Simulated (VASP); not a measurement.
# Sn (Im-3m) in VASP: a series of runs

The runs below take Sn through single point, with PBE.

Program: VASP 6.6.1. These are calculated values, not measurements. Logs are shortened: lines on timing, memory, paths and dates and some standing lists are left out, and cuts for length are marked.

## 1. The cell of the first run

It takes space group Im-3m (No. 229, cubic). Conventional cell: a = 3.382 Å, b = 3.382 Å, c = 3.382 Å, α = 90.00°, β = 90.00°, γ = 90.00°. Sn (site symmetry m-3m) has 14 Sn at 2.93 to 3.38 Å within 3.9 Å.

## 2. Single point, PBE (volume scaled by 0.7)

INCAR

```
SYSTEM = Sn
PREC     = Accurate       ! precision mode
ENCUT    = 520            ! plane-wave cutoff, eV
EDIFF    = 1E-6           ! SCF threshold, eV
ISMEAR   = -1             ! smearing method
SIGMA    = 0.1            ! smearing width, eV
LREAL    = .FALSE.        ! projectors in reciprocal space
LASPH    = .TRUE.         ! aspherical terms in the spheres
NELM     = 60             ! most SCF steps
ALGO     = Normal         ! electronic algorithm
ISIF     = 2              ! what is computed and relaxed
LWAVE    = .FALSE.        ! write WAVECAR
LCHARG   = .FALSE.        ! write CHGCAR
GGA      = PE             ! functional
NBANDS   = 13             ! bands
```

KPOINTS

```
Automatic mesh
0
G
  14 14 14
  0 0 0
```

POSCAR

```
Sn
1.0
   -1.6909179838      1.6909179838      1.6909179838
    1.6909179838     -1.6909179838      1.6909179838
    1.6909179838      1.6909179838     -1.6909179838
Sn
1
Direct
    0.0000000000      0.0000000000      0.0000000000
```

Potentials or basis: VASP PAW PBE potentials, release 64 (Sn_d).

On the command line:

```sh
cat potpaw_PBE.64/Sn_d/POTCAR > POTCAR
mpirun -np 1 vasp_std > vasp.out
```

OUTCAR:

```text
SYSTEM = Sn
   PREC = Accurate
   ENCUT = 520
   EDIFF = 1E-6
   ISMEAR = -1
   LREAL = .FALSE.
   LASPH = .TRUE.
   NELM = 60
   ISIF = 2
   GGA = PE

 ion  position               nearest neighbor table
   1  0.000  0.000  0.000-

  LATTYP: Found a body centered cubic cell.
 ALAT       =     3.3818359676

  Lattice vectors:

 A1 = (  -1.6909179838,   1.6909179838,   1.6909179838)
 A2 = (   1.6909179838,  -1.6909179838,   1.6909179838)
 A3 = (   1.6909179838,   1.6909179838,  -1.6909179838)

Analysis of symmetry for initial positions (statically):
=====================================================================
 Subroutine PRICEL returns:
 Original cell was already a primitive cell.

 Routine SETGRP: Setting up the symmetry group for a
 body centered cubic supercell.

 Subroutine GETGRP returns: Found 48 space group operations
 (whereof 48 operations were pure point group operations)
 out of a pool of 48 trial point group operations.

The static configuration has the point symmetry O_h .

Analysis of symmetry for dynamics (positions and initial velocities):
=====================================================================
 Subroutine PRICEL returns:
 Original cell was already a primitive cell.

 Routine SETGRP: Setting up the symmetry group for a
 body centered cubic supercell.

 Subroutine GETGRP returns: Found 48 space group operations
 (whereof 48 operations were pure point group operations)
 out of a pool of 48 trial point group operations.

The dynamic configuration has the point symmetry O_h .

 Subroutine INISYM returns: Found 48 space group operations
 (whereof 48 operations are pure point group operations),
 and found     1 'primitive' translations

----------------------------------------------------------------------------------------

                                     Primitive cell

  volume of cell :      19.3387

  direct lattice vectors                    reciprocal lattice vectors
    -1.690917984  1.690917984  1.690917984     0.000000000  0.295697370  0.295697370
     1.690917984 -1.690917984  1.690917984     0.295697370  0.000000000  0.295697370
     1.690917984  1.690917984 -1.690917984     0.295697370  0.295697370  0.000000000

  length of vectors
     2.928755859  2.928755859  2.928755859     0.418179230  0.418179230  0.418179230

  position of ions in fractional coordinates (direct lattice)
     0.000000000  0.000000000  0.000000000

  ion indices of the primitive-cell ions
   primitive index   ion index
                 1           1

----------------------------------------------------------------------------------------

 KPOINTS: Automatic mesh

Automatic generation of k-mesh.
 Grid dimensions read from file:
 generate k-points for:   14   14   14

 Generating k-lattice:

  Cartesian coordinates                     Fractional coordinates (reciprocal lattice)
     0.000000000  0.021121241  0.021121241     0.071428571  0.000000000  0.000000000
     0.021121241  0.000000000  0.021121241     0.000000000  0.071428571  0.000000000
     0.021121241  0.021121241  0.000000000     0.000000000  0.000000000  0.071428571

  Length of vectors
     0.029869945  0.029869945  0.029869945

  Shift w.r.t. Gamma in fractional coordinates (k-lattice)
     0.000000000  0.000000000  0.000000000

 Subroutine IBZKPT returns following result:
 ===========================================

 Found    104 irreducible k-points:

 Following reciprocal coordinates:
            Coordinates               Weight
  0.000000  0.000000  0.000000      1.000000
  0.071429  0.000000  0.000000     12.000000
  0.142857  0.000000  0.000000     12.000000
  0.214286  0.000000  0.000000     12.000000
  0.285714  0.000000  0.000000     12.000000
  0.357143  0.000000  0.000000     12.000000
[... 16 lines left out ...]
  0.285714  0.285714  0.000000     24.000000
  0.357143  0.285714  0.000000     24.000000
 [... further k-points ...]
   k-points           NKPTS =    104   k-points in BZ     NKDIM =    104   number of bands    NBANDS=     13
   number of dos      NEDOS =    301   number of ions     NIONS =      1
   total plane-waves  NPLWV =  13824
   dimension x,y,z NGX =    24 NGY =   24 NGZ =   24
   dimension x,y,z NGXF=    48 NGYF=   48 NGZF=   48
   ions per type =               1
   NGX,Y,Z   is equivalent  to a cutoff of  13.62, 13.62, 13.62 a.u.
   NGXF,Y,Z  is equivalent  to a cutoff of  27.25, 27.25, 27.25 a.u.
 SYSTEM =  Sn
   PREC   = accura    normal or accurate (medium, high low for compatibility)
   ISTART =      0    job   : 0-new  1-cont  2-samecut
   ICHARG =      2    charge: 1-file 2-atom 10-const
   ISPIN  =      1    spin polarized calculation?
   LNONCOLLINEAR =      F non collinear calculations
   LSORBIT =      F    spin-orbit coupling
   LASPH  =      T    aspherical Exc in radial PAW
   ENCUT  =  520.0 eV  38.22 Ry    6.18 a.u.   5.45  5.45  5.45*2*pi/ulx,y,z
   NELM   =     60;   NELMIN=  2; NELMDL= -5     # of ELM steps
   EDIFF  = 0.1E-05   stopping-criterion for ELM
   LREAL  =      F    real-space projection
   EDIFFG = 0.1E-04   stopping-criterion for IOM
   NSW    =      0    number of steps for IOM
   IBRION =     -1    ionic relax: 0-MD 1-quasi-New 2-CG
   NFREE  =      0    steps in history (QN), initial steepest desc. (CG)
   ISIF   =      2    stress and relaxation
   ISYM   =      2    0-nonsym 1-usesym 2-fastsym
   POTIM  = 0.5000    time-step for ionic-motion
   TEBEG  =    0.0;   TEEND  =   0.0 temperature during run
   PSTRESS=    0.0 pullay stress
   NELECT =      14.0000    total number of electrons
   NUPDOWN=      -1.0000    fix difference up-down
   EMIN   =  10.00;   EMAX   =-10.00  energy-range for DOS
   EFERMI =   0.00;   METHOD = LEGACY
   ISMEAR =    -1;   SIGMA  =   0.10  broadening in eV -4-tet -1-fermi 0-gaus
   EFERMI_NEDOS =   21; number of points for ismear=-14 and -15
   IALGO  =     38    algorithm
   IMIX   =      4    mixing-type and parameters
     AMIX     =   0.40;   BMIX     =  1.00
     AMIX_MAG =   1.60;   BMIX_MAG =  1.00
  volume/ion in A,a.u.               =      19.34       130.50
  Fermi-wavevector in a.u.,A,eV,Ry     =   1.469969  2.777839 29.399607  2.160810
  Thomas-Fermi vector in A             =   2.585283
   LORBIT       =      0    0 simple, 1 ext, 2 COOP (PROOUT), +10 PAW based schemes
   GGA     = PE    functional components
[... 5 lines left out ...]
 non-spin polarized calculation
  energy-cutoff  :      520.00
  volume of cell :       19.34
 maximum number of plane-waves:       539
 NGX is ok and might be reduce to    24
   NGX = 11   NGY = 11   NGZ = 11

 number of electron      13.9999994 magnetization

 Free energy of the ion-electron system (eV)
  ---------------------------------------------------
  ext. energy  EPLUGINS =         0.00000000
  ---------------------------------------------------
  free energy    TOTEN  =        -3.05248435 eV

  energy without entropy =       -3.03722049  energy(sigma->0) =       -3.04485242

 E-fermi :  12.9805     XC(G=0): -12.0702

 val. band max:       12.9525455282   @ k =   0.2857   0.2143   0.0000
 cond. band min:      13.0186032251   @ k =   0.2143   0.2143   0.0714
 fundamental gap:      0.0660576969
 Fermi energy:        12.9804605301

 k-point     1 :       0.0000    0.0000    0.0000
  band No.  band energies     occupation
      1      -9.0207      2.00000
      2      -9.0207      2.00000
      3      -9.0207      2.00000
      4      -8.6536      2.00000
      5      -8.6536      2.00000
      6      -1.0748      2.00000
      7      24.7049      0.00000
      8      24.7049      0.00000
      9      24.7049      0.00000
     10      25.5804      0.00000
     11      25.5804      0.00000
     12      25.5804      0.00000
     13      28.6856      0.00000

 k-point     2 :       0.0714    0.0000    0.0000
  band No.  band energies     occupation
      1      -9.0278      2.00000
      2      -9.0135      2.00000
      3      -8.9927      2.00000
      4      -8.6613      2.00000
      5      -8.6540      2.00000
      6      -0.9280      2.00000
      7      22.9823      0.00000
      8      23.8776      0.00000
      9      24.1985      0.00000
     10      25.0773      0.00000
     11      25.2020      0.00000
     12      25.5674      0.00000
     13      29.1684      0.00000

 k-point     3 :       0.1429    0.0000    0.0000
  band No.  band energies     occupation
      1      -9.0476      2.00000
      2      -8.9966      2.00000
      3      -8.9135      2.00000
      4      -8.6806      2.00000
      5      -8.6550      2.00000
      6      -0.4847      2.00000
      7      19.9049      0.00000
      8      22.3744      0.00000
      9      23.0080      0.00000
     10      24.4986      0.00000
     11      24.5650      0.00000
     12      25.9999      0.00000
     13      29.6143      0.00000
[... 305 lines left out ...]
 k-point    23 :       0.2857    0.2857    0.0000
  band No.  band energies     occupation
      1      -9.0920      2.00000
      2      -8.8817      2.00000
      3      -8.7456      2.00000
      4      -8.6696      2.00000
      5      -8.5655      2.00000
      6       6.0954      2.00000
      7       9.8563      2.00000
      8      10.9089      2.00000
      9      18.1794      0.00000
     10      26.0395      0.00000
     11      26.8045      0.00000
     12      29.7751      0.00000
     13      33.1897      0.00000

 k-point    24 :       0.3571    0.2857    0.0000
  band No.  band energies     occupation
      1      -9.0908      2.00000
      2      -8.8508      2.00000
      3      -8.7700      2.00000
      4      -8.6455      2.00000
      5      -8.5872      2.00000
      6       7.5226      2.00000
      7       8.5510      2.00000
      8      10.3744      2.00000
      9      18.0625      0.00000
     10      26.2160      0.00000
     11      27.5116      0.00000
     12      28.6152      0.00000
     13      33.1399      0.00000

 [... further k-points ...]
[... 5 lines left out ...]
  --------------------------------------------------------------------------------------
  -------------------------------------------------------------------------------------
  Total        4.8435595      4.8435595      4.8435595      0.0000000      0.0000000     -0.0000000
  in kB      401.2800813    401.2800813    401.2800813      0.0000000      0.0000000     -0.0000000
  external PRESSURE =     401.2800813 kB  Pullay stress =       0.0000000 kB

 VOLUME and BASIS-vectors are now :
 -----------------------------------------------------------------------------
  energy-cutoff  :      520.00
  volume of cell :       19.34
      direct lattice vectors                 reciprocal lattice vectors
    -1.690917984  1.690917984  1.690917984     0.000000000  0.295697370  0.295697370
     1.690917984 -1.690917984  1.690917984     0.295697370  0.000000000  0.295697370
     1.690917984  1.690917984 -1.690917984     0.295697370  0.295697370  0.000000000

 POSITION                                       TOTAL-FORCE (eV/Angst)
 -----------------------------------------------------------------------------------
      0.00000      0.00000      0.00000        -0.000000     -0.000000      0.000000
 -----------------------------------------------------------------------------------
    total drift:                               -0.000000      0.000000      0.000000

  FREE ENERGIE OF THE ION-ELECTRON SYSTEM (eV)
  ---------------------------------------------------
  free  energy   TOTEN  =        -3.0524843485 eV

  energy  without entropy=       -3.0372204886  energy(sigma->0) =       -3.04485242
```

Run time: 11 s. Hardware: 1 thread of AMD EPYC 9R45 (Zen 5), shared host; peak memory 0.12 GiB.

What came out:

| Item | Value |
| --- | --- |
| Free energy | -3.0525 eV |
| Pressure | 40.1 GPa |
| Band gap on the k mesh | zero (band 7 reaches 24.70 eV, above the bottom of band 8 at 9.31 eV) |

Caveat: spin-orbit coupling is left out, which moves the levels of the heavy elements.

## 3. Single point, PBE (volume scaled by 0.8)

INCAR

```
SYSTEM = Sn
PREC = Accurate
ENCUT = 520
EDIFF = 1E-7
ISMEAR = -1
SIGMA = 0.1
LREAL = .False.
LASPH = .True.
NELM = 80
ALGO = Normal
ISIF = 2
LWAVE = .False.
LCHARG = .False.
GGA = PE
NBANDS = 13
```

KPOINTS

```
regular mesh
0
Gamma
  14 14 14
  0 0 0
```

POSCAR

```
Sn
1.0
   -1.7678816667      1.7678816667      1.7678816667
    1.7678816667     -1.7678816667      1.7678816667
    1.7678816667      1.7678816667     -1.7678816667
Sn
1
Direct
    0.0000000000      0.0000000000      0.0000000000
```

Potentials or basis: VASP PAW PBE potentials, release 64 (Sn_d).

On the command line:

```sh
cat potpaw_PBE.64/Sn_d/POTCAR > POTCAR
mpirun -np 1 vasp_std > vasp.out
```

OUTCAR:

```text
SYSTEM = Sn
   PREC = Accurate
   ENCUT = 520
   EDIFF = 1E-7
   ISMEAR = -1
   LREAL = .False.
   LASPH = .True.
   NELM = 80
   ISIF = 2
   GGA = PE

 ion  position               nearest neighbor table
   1  0.000  0.000  0.000-

  LATTYP: Found a body centered cubic cell.
 ALAT       =     3.5357633334

  Lattice vectors:

 A1 = (  -1.7678816667,   1.7678816667,   1.7678816667)
 A2 = (   1.7678816667,  -1.7678816667,   1.7678816667)
 A3 = (   1.7678816667,   1.7678816667,  -1.7678816667)

Analysis of symmetry for initial positions (statically):
=====================================================================
 Subroutine PRICEL returns:
 Original cell was already a primitive cell.

 Routine SETGRP: Setting up the symmetry group for a
 body centered cubic supercell.

 Subroutine GETGRP returns: Found 48 space group operations
 (whereof 48 operations were pure point group operations)
 out of a pool of 48 trial point group operations.

The static configuration has the point symmetry O_h .

Analysis of symmetry for dynamics (positions and initial velocities):
=====================================================================
 Subroutine PRICEL returns:
 Original cell was already a primitive cell.

 Routine SETGRP: Setting up the symmetry group for a
 body centered cubic supercell.

 Subroutine GETGRP returns: Found 48 space group operations
 (whereof 48 operations were pure point group operations)
 out of a pool of 48 trial point group operations.

The dynamic configuration has the point symmetry O_h .

 Subroutine INISYM returns: Found 48 space group operations
 (whereof 48 operations are pure point group operations),
 and found     1 'primitive' translations

----------------------------------------------------------------------------------------

                                     Primitive cell

  volume of cell :      22.1014
[... 101 lines left out ...]
   EFERMI =   0.00;   METHOD = LEGACY
   ISMEAR =    -1;   SIGMA  =   0.10  broadening in eV -4-tet -1-fermi 0-gaus
   EFERMI_NEDOS =   21; number of points for ismear=-14 and -15
   IALGO  =     38    algorithm
   IMIX   =      4    mixing-type and parameters
     AMIX     =   0.40;   BMIX     =  1.00
     AMIX_MAG =   1.60;   BMIX_MAG =  1.00
  volume/ion in A,a.u.               =      22.10       149.15
  Fermi-wavevector in a.u.,A,eV,Ry     =   1.405975  2.656908 26.895537  1.976766
  Thomas-Fermi vector in A             =   2.528382
   LORBIT       =      0    0 simple, 1 ext, 2 COOP (PROOUT), +10 PAW based schemes
   GGA     = PE    functional components
[... 5 lines left out ...]
 non-spin polarized calculation
  energy-cutoff  :      520.00
  volume of cell :       22.10
 maximum number of plane-waves:       610
   NGX = 11   NGY = 11   NGZ = 11

 number of electron      13.9999997 magnetization

 Free energy of the ion-electron system (eV)
  ---------------------------------------------------
  ext. energy  EPLUGINS =         0.00000000
  ---------------------------------------------------
  free energy    TOTEN  =        -3.53520720 eV

  energy without entropy =       -3.52049756  energy(sigma->0) =       -3.52785238

 E-fermi :  10.8668     XC(G=0): -11.3766

 val. band max:       10.7840872344   @ k =  -0.3571   0.4286   0.2857
 cond. band min:      10.8819205982   @ k =  -0.3571   0.3571   0.2857
 fundamental gap:      0.0978333638
 Fermi energy:        10.8668147275

 k-point     1 :       0.0000    0.0000    0.0000
  band No.  band energies     occupation
      1     -10.8977      2.00000
      2     -10.8977      2.00000
      3     -10.8977      2.00000
      4     -10.6439      2.00000
      5     -10.6439      2.00000
      6      -1.9004      2.00000
      7      20.9713      0.00000
      8      20.9713      0.00000
      9      20.9713      0.00000
     10      23.3389      0.00000
     11      23.3389      0.00000
     12      23.3389      0.00000
     13      25.2847      0.00000
[... 354 lines left out ...]
  band No.  band energies     occupation
      1     -10.9354      2.00000
      2     -10.7691      2.00000
      3     -10.7184      2.00000
      4     -10.6378      2.00000
      5     -10.5963      2.00000
      6       5.4179      2.00000
      7       7.0518      2.00000
      8       8.6082      2.00000
      9      15.5401      0.00000
     10      23.2867      0.00000
     11      24.7131      0.00000
     12      24.8317      0.00000
     13      29.6608      0.00000

 [... further k-points ...]
[... 5 lines left out ...]
  --------------------------------------------------------------------------------------
  -------------------------------------------------------------------------------------
  Total        2.4947656      2.4947656      2.4947656     -0.0000000     -0.0000000     -0.0000000
  in kB      180.8509347    180.8509347    180.8509347     -0.0000000     -0.0000000     -0.0000000
  external PRESSURE =     180.8509347 kB  Pullay stress =       0.0000000 kB

 VOLUME and BASIS-vectors are now :
 -----------------------------------------------------------------------------
  energy-cutoff  :      520.00
  volume of cell :       22.10
      direct lattice vectors                 reciprocal lattice vectors
    -1.767881667  1.767881667  1.767881667     0.000000000  0.282824359  0.282824359
     1.767881667 -1.767881667  1.767881667     0.282824359  0.000000000  0.282824359
     1.767881667  1.767881667 -1.767881667     0.282824359  0.282824359  0.000000000

 POSITION                                       TOTAL-FORCE (eV/Angst)
 -----------------------------------------------------------------------------------
      0.00000      0.00000      0.00000         0.000000      0.000000      0.000000
 -----------------------------------------------------------------------------------
    total drift:                               -0.000000      0.000000      0.000000

  FREE ENERGIE OF THE ION-ELECTRON SYSTEM (eV)
  ---------------------------------------------------
  free  energy   TOTEN  =        -3.5352071956 eV

  energy  without entropy=       -3.5204975570  energy(sigma->0) =       -3.52785238
```

stdout:

```text
POSCAR found type information on POSCAR Sn
 POSCAR found :  1 types and       1 ions
 scaLAPACK will be used
 LDA part: xc-table for (Slater+PW92), standard interpolation
 POSCAR, INCAR and KPOINTS ok, starting setup
 FFT: planning ... GRIDC
 FFT: planning ... GRID_SOFT
 FFT: planning ... GRID
 WAVECAR not read
 entering main loop
```

Run time: 13 s. Hardware: 1 thread of AMD EPYC 9R45 (Zen 5), shared host; peak memory 0.12 GiB.

Results:

```
Free energy            : -3.5352 eV
Pressure               : 18.1 GPa
Band gap on the k mesh : zero (band 7 reaches 20.97 eV, above the bottom of band 8 at 7.73 eV)
```

Levels at points of the mesh, in eV from the Fermi level:
```tsv
k point	band 4	band 5	band 6	band 7	band 8	band 9	band 10	band 11
(0.00, 0.00, 0.00)	-21.51	-21.51	-12.77	10.10	10.10	10.10	12.47	12.47
(0.50, 0.00, 0.00)	-21.52	-21.36	-6.66	-5.59	4.36	6.12	9.03	9.29
(0.50, 0.50, 0.50)	-21.39	-21.39	-1.10	-0.74	-0.74	-0.74	3.79	3.79
```

Caveat: spin-orbit coupling is left out, which moves the levels of the heavy elements.
